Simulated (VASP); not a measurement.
The system is SnO.

```
Sn O
1.0
     3.35500    0.00000    0.00000
     0.00000    5.67410    0.00000
     0.00000    0.00000    4.22197
Sn O
2 2
Direct
  0.50000 0.76809 0.01314
  0.00000 0.23191 0.51314
  0.50000 0.10875 0.23686
  0.00000 0.89125 0.73686
```

Base run:

* Program: VASP 6.6.1
* Functional: PBEsol
* Potentials or basis: VASP PAW PBE potentials, release 64 (Sn_d, O_h)
* Cutoff: 910 eV
* k mesh: 8 × 5 × 6
* Occupations: fermi-dirac, width 0.05 eV
* Spin: no spin polarisation

Its results: band gap on the k mesh 1.42 eV (least direct gap 2.01 eV); pressure -3.0 GPa; largest force 0.357 eV/Å.

**Question.** The run is repeated on the same cell with these changes: functional from PBEsol to r2SCAN; k mesh from 8 × 5 × 6 to 5 × 3 × 4. What comes out?

**Answer.** Band gap on the k mesh 1.91 eV (least direct gap 2.50 eV); pressure -2.7 GPa; largest force 0.528 eV/Å.

Several settings changed at once.

Caveats: the cutoff is under 1.25 times the usual one of these potentials, so pressure, stress and relaxed cells hold a basis-set (Pulay) error; the PAW data sets were made with another functional, which shifts forces and pressure a little; spin-orbit coupling is left out, which moves the levels of the heavy elements; an odd mesh through Γ misses points on the zone boundary, where band edges can lie; the cell stands under tension (at least some runs).
